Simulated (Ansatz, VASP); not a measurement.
## Two plane-wave programs on CoO

```
Co O
1.0
     0.00000    2.31925    2.31925
     2.31925    0.00000    2.31925
     2.31925    2.31925    0.00000
Co O
1 1
Cartesian
  0.0000 0.0000 0.0000
  1.1596 1.1596 1.1596
```

Alike in both runs: task relaxation of cell and atoms; functional PBE; k mesh 14 × 14 × 14; occupations gaussian, width 0.02 eV; collinear spin; Hubbard terms Co d U = 3.32 eV.

|  | VASP | Ansatz |
| --- | --- | --- |
| version | VASP 6.6.1 | Ansatz 0.2.0 |
| potentials or method | VASP PAW PBE potentials, release 64 (Co, O), cutoff 600 eV | scalar-relativistic, plane waves, PAW |
| valence electrons in the cell | 15 | 23 |

Ansatz gave:

- gap on the k mesh at the Fermi level, each at its own relaxed structure (eV): 0.43
- net moment per atom (μB): 1.50
- size of the moment on the site where the two differ most (μB): 2.48
- relaxed volume (Å³/atom): 12.48
- relaxed cell length with the largest relative difference (Å): 3.280

Question: Which values does VASP return?

Answer: gap on the k mesh at the Fermi level, each at its own relaxed structure (eV): 0.58; net moment per atom (μB): 1.50; size of the moment on the site where the two differ most (μB): 2.71; relaxed volume (Å³/atom): 12.29; relaxed cell length with the largest relative difference (Å): 3.264.

Site moments also hang on the region over which each program counts them. The programs project onto different local orbitals, so the same U acts differently, and such runs can settle in different states. VASP's potentials hold 15 valence electrons a cell and Ansatz's 23, so a difference there can come from the potentials and not from the codes.
